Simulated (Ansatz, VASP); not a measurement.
BeIr3 in VASP and in Ansatz

```
CELL_PARAMETERS angstrom
3.77784 0.00000 0.00000
0.00000 3.77784 0.00000
0.00000 0.00000 3.77784
ATOMIC_POSITIONS crystal
Be 0.00000 0.00000 0.00000
Ir 0.00000 0.50000 0.50000
Ir 0.50000 0.00000 0.50000
Ir 0.50000 0.50000 0.00000
```

Alike in both runs: task relaxation of cell and atoms; functional PBE; k mesh 12 × 12 × 12; occupations gaussian, width 0.1 eV; no spin polarisation.

|  | VASP | Ansatz |
| --- | --- | --- |
| version | VASP 6.6.1 | Ansatz 0.2.0 |
| potentials or method | VASP PAW PBE potentials, release 64 (Be, Ir), cutoff 600 eV | scalar-relativistic, plane waves, PAW |
| valence electrons in the cell | 29 | 53 |

Ansatz gave:

```
gap on the k mesh at the Fermi level, each at its own relaxed structure (eV) : none
relaxed volume (Å³/atom)                                                     : 13.48
relaxed cell length with the largest relative difference (Å)                 : 3.778
```

Task: Estimate VASP's values.

Result: gap on the k mesh at the Fermi level, each at its own relaxed structure (eV): none; relaxed volume (Å³/atom): 13.50; relaxed cell length with the largest relative difference (Å): 3.780.

A gap of «none» marks a metal or a gap that the smearing closes. VASP's potentials hold 29 valence electrons a cell and Ansatz's 53, so a difference there can come from the potentials and not from the codes.

Spin-orbit coupling is off throughout.
